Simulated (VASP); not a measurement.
# Al30Cu (a cell with a defect) in VASP: further runs

Runs on Al30Cu (a cell with a defect). Level: PBE+D3(BJ). Tasks: single point.

Program: VASP 6.6.1. These are calculated values, not measurements. Logs are shortened: lines on timing, memory, paths and dates and some standing lists are left out, and cuts for length are marked.

**1. The cell of the first run**

The cell holds a defect, 31 atoms: a = 8.100 Å, b = 8.100 Å, c = 8.100 Å, α = 90.00°, β = 90.00°, γ = 90.00°.

**2. Single point, PBE+D3(BJ)**

File INCAR:

```
  PREC = Accurate
  ENCUT = 520
  EDIFF = 1E-6
  ISMEAR = 0
  SIGMA = 0.1
  LREAL = Auto
  LASPH = T
  NELM = 100
  ALGO = Normal
  ISIF = 2
  LWAVE = F
  LCHARG = F
  GGA = PE
  IVDW = 12
  NBANDS = 72
```

File KPOINTS:

```
regular mesh
0
Gamma
  3 3 3
```

File POSCAR:

```
Al30Cu
1.0
    8.1000000000      0.0000000000      0.0000000000
    0.0000000000      8.1000000000      0.0000000000
    0.0000000000      0.0000000000      8.1000000000
Al Cu
30 1
Direct
    0.5000000000     -0.0011650491     -0.0011650491
    0.7525062807      0.2497021953      0.0022370897
    0.7525062807      0.0022370897      0.2497021953
    0.0000000000      0.0024495927      0.0024495927
    0.2474937193      0.2497021953      0.0022370897
    0.5000000000      0.5011445178     -0.0008536295
    0.7485737428      0.7494730380     -0.0008946959
    0.2474937193      0.0022370897      0.2497021953
    0.5000000000      0.2502021746      0.2502021746
    0.7612178751      0.4949901521      0.2540891361
    0.5000000000     -0.0008536295      0.5011445178
    0.7612178751      0.2540891361      0.4949901521
    0.7485737428     -0.0008946959      0.7494730380
    0.0000000000      0.4970955008      0.0017581516
    0.2514262572      0.7494730380     -0.0008946959
    0.2387821249      0.4949901521      0.2540891361
    0.5000000000      0.7482575091      0.2505522738
    0.0000000000      0.0017581516      0.4970955008
    0.2387821249      0.2540891361      0.4949901521
    0.5000000000      0.5006158532      0.5006158532
    0.7505871671      0.7466351102      0.5016415213
    0.2514262572     -0.0008946959      0.7494730380
    0.5000000000      0.2505522738      0.7482575091
    0.7505871671      0.5016415213      0.7466351102
    0.0000000000      0.7467114199      0.2537443039
    0.2494128329      0.7466351102      0.5016415213
    0.0000000000      0.2537443039      0.7467114199
    0.2494128329      0.5016415213      0.7466351102
    0.5000000000      0.7496092645      0.7496092645
    0.0000000000      0.7495356333      0.7495356333
    0.0000000000      0.5045953897      0.5045953897
```

Potentials or basis: VASP PAW PBE potentials, release 64 (Al, Cu).

Started as:

```sh
cat potpaw_PBE.64/Al/POTCAR potpaw_PBE.64/Cu/POTCAR > POTCAR
mpirun -np 1 vasp_std > vasp.out
```

OUTCAR:

```text
PREC = Accurate
   ENCUT = 520
   EDIFF = 1E-6
   ISMEAR = 0
   LREAL = Auto
   LASPH = T
   NELM = 100
   ISIF = 2
   GGA = PE
   IVDW = 12
 IVDW          = 12

 ion  position               nearest neighbor table
   1  0.500  0.999  0.999-   7 2.85  13 2.85  15 2.85  22 2.85  29 2.85  23 2.88  17 2.88   9 2.88
                             8 2.88   3 2.88   5 2.88   2 2.88
   2  0.753  0.250  0.002-   4 2.83  14 2.83   3 2.83  10 2.85   9 2.87  27 2.88  13 2.88   1 2.88
                             6 2.89  23 2.90  24 2.91
   3  0.753  0.002  0.250-   4 2.83  18 2.83   2 2.83  12 2.85   9 2.87  25 2.88   7 2.88   1 2.88
                            11 2.89  17 2.90  21 2.91
   4  0.000  0.002  0.002-   2 2.83   3 2.83   5 2.83   8 2.83   7 2.89  13 2.89  15 2.89  22 2.89
                            30 2.90  27 2.90  25 2.90
   5  0.247  0.250  0.002-   4 2.83  14 2.83   8 2.83  16 2.85   9 2.87  27 2.88  22 2.88   1 2.88
                             6 2.89  23 2.90  28 2.91
   6  0.500  0.501  0.999-   7 2.85  15 2.85  29 2.85  17 2.86  23 2.87   9 2.88  28 2.88  24 2.88
                             2 2.89   5 2.89  16 2.96  10 2.96
   7  0.749  0.749  0.999-   6 2.85   1 2.85  29 2.85  13 2.86  17 2.86  24 2.87  30 2.87   3 2.88
                            14 2.89   4 2.89  25 2.90  10 2.92
   8  0.247  0.002  0.250-   4 2.83  18 2.83   5 2.83  19 2.85   9 2.87  25 2.88  15 2.88   1 2.88
                            11 2.89  17 2.90  26 2.91
   9  0.500  0.250  0.250-   2 2.87   3 2.87   5 2.87   8 2.87  20 2.87  11 2.88   6 2.88   1 2.88
[... 31 lines left out ...]
  25  0.000  0.747  0.254-  10 2.81  16 2.81  31 2.82  26 2.85  21 2.85  18 2.86  14 2.87   8 2.88
                             3 2.88  15 2.90   7 2.90   4 2.90
  26  0.249  0.747  0.502-  28 2.81  31 2.82  20 2.84  25 2.85  30 2.85  29 2.86  16 2.86  22 2.87
                            17 2.87  11 2.88  18 2.89   8 2.91
  27  0.000  0.254  0.747-  12 2.81  19 2.81  31 2.82  28 2.85  24 2.85  14 2.86  18 2.87   5 2.88
                             2 2.88  22 2.90  13 2.90   4 2.90
  28  0.249  0.502  0.747-  26 2.81  31 2.82  20 2.84  27 2.85  30 2.85  29 2.86  19 2.86  15 2.87
                            23 2.87   6 2.88  14 2.89   5 2.91
  29  0.500  0.750  0.750-  20 2.85  11 2.85   6 2.85  13 2.85  15 2.85   7 2.85  22 2.85   1 2.85
                            21 2.86  24 2.86  26 2.86  28 2.86
  30  0.000  0.750  0.750-  31 2.81  24 2.85  26 2.85  28 2.85  21 2.85  13 2.87  22 2.87   7 2.87
                            15 2.87  14 2.89  18 2.89   4 2.90
  31  0.000  0.505  0.505-  10 2.80  12 2.80  16 2.80  19 2.80  30 2.81  24 2.82  26 2.82  28 2.82
                            21 2.82  25 2.82  27 2.82

  LATTYP: Found a simple cubic cell.
 ALAT       =     8.1000000000

  Lattice vectors:

 A1 = (   8.1000000000,   0.0000000000,   0.0000000000)
 A2 = (   0.0000000000,   8.1000000000,   0.0000000000)
 A3 = (   0.0000000000,   0.0000000000,   8.1000000000)

Analysis of symmetry for initial positions (statically):
=====================================================================
[... 180 lines left out ...]
   ISMEAR =     0;   SIGMA  =   0.10  broadening in eV -4-tet -1-fermi 0-gaus
   EFERMI_NEDOS =   21; number of points for ismear=-14 and -15
   IALGO  =     38    algorithm
   IMIX   =      4    mixing-type and parameters
     AMIX     =   0.40;   BMIX     =  1.00
     AMIX_MAG =   1.60;   BMIX_MAG =  1.00
  volume/ion in A,a.u.               =      17.14       115.69
  Fermi-wavevector in a.u.,A,eV,Ry     =   0.941233  1.778672 12.053656  0.885919
  Thomas-Fermi vector in A             =   2.068723
   LORBIT       =      0    0 simple, 1 ext, 2 COOP (PROOUT), +10 PAW based schemes
   GGA     = PE    functional components
   LHFCALC =     F    Hartree Fock is set to
   AEXX    =    0.0000 exact exchange contribution
   IVDW    =    12    specifies the selected vdW correction
   LEPSILON=     F    determine dielectric tensor
   LRPA    =     F    only Hartree local field effects (RPA)
 non-spin polarized calculation
 Gauss-broadening in eV      SIGMA  =   0.10
  energy-cutoff  :      520.00
  volume of cell :      531.44
 maximum number of plane-waves:     14358
   NGX = 31   NGY = 31   NGZ = 31

 number of electron     101.0000007 magnetization

 Free energy of the ion-electron system (eV)
  ---------------------------------------------------
  ext. energy  EPLUGINS =         0.00000000
  ---------------------------------------------------
  free energy    TOTEN  =      -115.80391154 eV

  energy without entropy =     -115.75468050  energy(sigma->0) =     -115.77929602

 E-fermi :   7.3084     XC(G=0): -10.0545

 val. band max:        7.3034574884   @ k =   0.0000   0.3333   0.0000
 cond. band min:       7.3757594149   @ k =   0.3333   0.3333   0.0000
 fundamental gap:      0.0723019266
 Fermi energy:         7.3084109436

 k-point     1 :       0.0000    0.0000    0.0000
  band No.  band energies     occupation
      1      -3.3855      2.00000
      2      -1.2447      2.00000
      3      -1.2384      2.00000
      4      -1.2070      2.00000
      5      -1.2013      2.00000
      6      -1.1086      2.00000
[... 509 lines left out ...]
     61       9.2255      0.00000
     62       9.2655      0.00000
 [bands above 62 left out]

------------------------ aborting loop because EDIFF is reached ----------------------------------------

 Edisp (eV)  -10.08819

 E8    (eV) :    -4.5031

  FORCE on cell =-STRESS in cart. coord.  units (eV):
  Direction    XX          YY          ZZ          XY          YZ          ZX
  --------------------------------------------------------------------------------------
  -------------------------------------------------------------------------------------
  Total     -17.72383   -18.02631   -18.02631     0.00000    -0.25974     0.00000
  in kB     -53.43344   -54.34535   -54.34535     0.00000    -0.78306     0.00000
  external pressure =      -54.04 kB  Pullay stress =        0.00 kB

 VOLUME and BASIS-vectors are now :
 -----------------------------------------------------------------------------
  energy-cutoff  :      520.00
  volume of cell :      531.44
      direct lattice vectors                 reciprocal lattice vectors
     8.100000000  0.000000000  0.000000000     0.123456790  0.000000000  0.000000000
     0.000000000  8.100000000  0.000000000     0.000000000  0.123456790  0.000000000
     0.000000000  0.000000000  8.100000000     0.000000000  0.000000000  0.123456790

 POSITION                                       TOTAL-FORCE (eV/Angst)
 -----------------------------------------------------------------------------------
      4.05000      8.09056      8.09056        -0.000000     -0.006210     -0.006210
      6.09530      2.02259      0.01812         0.000020     -0.001523      0.004766
      6.09530      0.01812      2.02259         0.000020      0.004766     -0.001523
      0.00000      0.01984      0.01984        -0.000000      0.003634      0.003634
      2.00470      2.02259      0.01812        -0.000020     -0.001523      0.004766
      4.05000      4.05927      8.09309        -0.000000      0.008297     -0.001448
[... 23 lines left out ...]
      0.00000      6.07124      6.07124        -0.000000     -0.000386     -0.000386
      0.00000      4.08722      4.08722        -0.000000      0.010010      0.010010
 -----------------------------------------------------------------------------------
    total drift:                                0.000000     -0.010390     -0.010394

  FREE ENERGIE OF THE ION-ELECTRON SYSTEM (eV)
  ---------------------------------------------------
  free  energy   TOTEN  =      -125.8921035778 eV

  energy  without entropy=     -125.8428725374  energy(sigma->0) =     -125.86748806
```

OSZICAR:

```text
N       E                     dE             d eps       ncg     rms          rms(c)
DAV:   1     0.278345667086E+03    0.27835E+03   -0.33844E+04  1152   0.115E+03
[... 13 lines left out ...]
DAV:  15    -0.115804389321E+03    0.33159E-02   -0.67603E-03  1736   0.153E+00    0.212E-01
DAV:  16    -0.115803923563E+03    0.46576E-03   -0.59383E-03  1792   0.123E+00    0.576E-02
DAV:  17    -0.115803976660E+03   -0.53097E-04   -0.43246E-04  1624   0.736E-02    0.648E-02
DAV:  18    -0.115803987042E+03   -0.10382E-04   -0.16211E-05  1432   0.258E-02    0.718E-02
DAV:  19    -0.115803906394E+03    0.80647E-04   -0.24370E-04  1592   0.328E-01    0.190E-02
DAV:  20    -0.115803911541E+03   -0.51462E-05   -0.51357E-05  1304   0.181E-02    0.116E-02
DAV:  21    -0.115803911539E+03    0.13956E-08   -0.28734E-06  1000   0.246E-02
   1 F= -.12589210E+03 E0= -.12586749E+03  d E =-.492310E-01
```

Wall time 4.9 min (1 thread of Intel Xeon 6975P-C (Granite Rapids), shared host); peak memory 0.56 GiB.

Results:

- Free energy: -125.8921 eV
- Pressure: -5.4 GPa
- Largest force: 0.014 eV/Å
- Dispersion energy per atom: -0.325 eV

Forces on the atoms (eV/Å):
```
Al   0.000 -0.006 -0.006
Al   0.000 -0.002  0.005
Al   0.000  0.005 -0.002
Al   0.000  0.004  0.004
Al   0.000 -0.002  0.005
Al   0.000  0.008 -0.001
Al  -0.005 -0.001 -0.005
Al   0.000  0.005 -0.002
Al   0.000 -0.003 -0.003
Al   0.003 -0.002 -0.005
Al   0.000 -0.001  0.008
Al   0.003 -0.005 -0.002
Al  -0.005 -0.005 -0.001
Al   0.000  0.000 -0.001
Al   0.005 -0.001 -0.005
Al  -0.003 -0.002 -0.005
Al   0.000 -0.012  0.001
Al   0.000 -0.001  0.000
Al  -0.003 -0.005 -0.002
Al   0.000  0.004  0.004
Al  -0.007  0.004  0.000
Al   0.005 -0.005 -0.001
Al   0.000  0.001 -0.012
Al  -0.007  0.000  0.004
Al   0.000  0.014 -0.004
Al   0.007  0.004  0.000
Al   0.000 -0.004  0.014
Al   0.007  0.000  0.004
Al   0.000 -0.003 -0.003
Al   0.000  0.000  0.000
Cu   0.000  0.010  0.010
```

**3. Single point, PBE+D3(BJ)**

File INCAR:

```
SYSTEM = Al30Cu
PREC = Accurate ; ENCUT = 520
EDIFF = 1E-7 ; ISMEAR = 0
SIGMA = 0.1 ; LREAL = Auto
LASPH = .TRUE. ; NELM = 100
ALGO = Normal ; ISIF = 2
LWAVE = .FALSE. ; LCHARG = .FALSE.
GGA = PE ; IVDW = 12
NBANDS = 72
```

File KPOINTS:

```
regular mesh
0
G
  3 3 3
  0 0 0
```

File POSCAR:

```
Al30Cu
1.0
    8.1000000000      0.0000000000      0.0000000000
    0.0000000000      8.1000000000      0.0000000000
    0.0000000000      0.0000000000      8.1000000000
Al Cu
30 1
Direct
    0.5000000000     -0.0011650617     -0.0011650617
    0.7525062963      0.2497022222      0.0022370370
    0.7525062963      0.0022370370      0.2497022222
    0.0000000000      0.0024496296      0.0024496296
    0.2474937037      0.2497022222      0.0022370370
    0.5000000000      0.5011445679     -0.0008535802
    0.7485737037      0.7494730864     -0.0008946914
    0.2474937037      0.0022370370      0.2497022222
    0.5000000000      0.2502022222      0.2502022222
    0.7612179012      0.4949901235      0.2540891358
    0.5000000000     -0.0008535802      0.5011445679
    0.7612179012      0.2540891358      0.4949901235
    0.7485737037     -0.0008946914      0.7494730864
    0.0000000000      0.4970955556      0.0017581481
    0.2514262963      0.7494730864     -0.0008946914
    0.2387820988      0.4949901235      0.2540891358
    0.5000000000      0.7482575309      0.2505522222
    0.0000000000      0.0017581481      0.4970955556
    0.2387820988      0.2540891358      0.4949901235
    0.5000000000      0.5006158025      0.5006158025
    0.7505871605      0.7466350617      0.5016414815
    0.2514262963     -0.0008946914      0.7494730864
    0.5000000000      0.2505522222      0.7482575309
    0.7505871605      0.5016414815      0.7466350617
    0.0000000000      0.7467114815      0.2537443210
    0.2494128395      0.7466350617      0.5016414815
    0.0000000000      0.2537443210      0.7467114815
    0.2494128395      0.5016414815      0.7466350617
    0.5000000000      0.7496092593      0.7496092593
    0.0000000000      0.7495356790      0.7495356790
    0.0000000000      0.5045954321      0.5045954321
```

Potentials or basis: VASP PAW PBE potentials, release 64 (Al, Cu).

Started as:

```sh
cat potpaw_PBE.64/Al/POTCAR potpaw_PBE.64/Cu/POTCAR > POTCAR
mpirun -np 1 vasp_std > vasp.out
```

Wall time 4.9 min (1 thread of Intel Xeon 6975P-C (Granite Rapids), shared host); peak memory 0.57 GiB.

The run converged. Its results:

- Free energy: -125.8921 eV
- Pressure: -5.4 GPa
- Largest force: 0.014 eV/Å
- Dispersion energy per atom: -0.325 eV

Forces on the atoms (eV/Å):
```
Al   0.000 -0.006 -0.006
Al   0.000 -0.002  0.005
Al   0.000  0.005 -0.002
Al   0.000  0.004  0.004
Al   0.000 -0.002  0.005
Al   0.000  0.008 -0.001
Al  -0.005 -0.001 -0.005
Al   0.000  0.005 -0.002
Al   0.000 -0.003 -0.003
Al   0.003 -0.002 -0.005
Al   0.000 -0.001  0.008
Al   0.003 -0.005 -0.002
Al  -0.005 -0.005 -0.001
Al   0.000  0.000 -0.001
Al   0.005 -0.001 -0.005
Al  -0.003 -0.002 -0.005
Al   0.000 -0.012  0.001
Al   0.000 -0.001  0.000
Al  -0.003 -0.005 -0.002
Al   0.000  0.004  0.004
Al  -0.007  0.004  0.000
Al   0.005 -0.005 -0.001
Al   0.000  0.001 -0.012
Al  -0.007  0.000  0.004
Al   0.000  0.013 -0.004
Al   0.007  0.004  0.000
Al   0.000 -0.004  0.013
Al   0.007  0.000  0.004
Al   0.000 -0.003 -0.003
Al   0.000  0.000  0.000
Cu   0.000  0.010  0.010
```

Stress tensor (GPa, compression positive):
```
-5.33  0.00  0.00
 0.00 -5.42 -0.08
 0.00 -0.08 -5.42
```

Levels at points of the mesh, in eV from the Fermi level:
```
           k point  band 48  band 49  band 50  band 51  band 52  band 53  band 54  band 55
(0.00, 0.00, 0.00)    -0.13    -0.09    -0.03     0.62     0.64     0.66     0.69     0.85
```
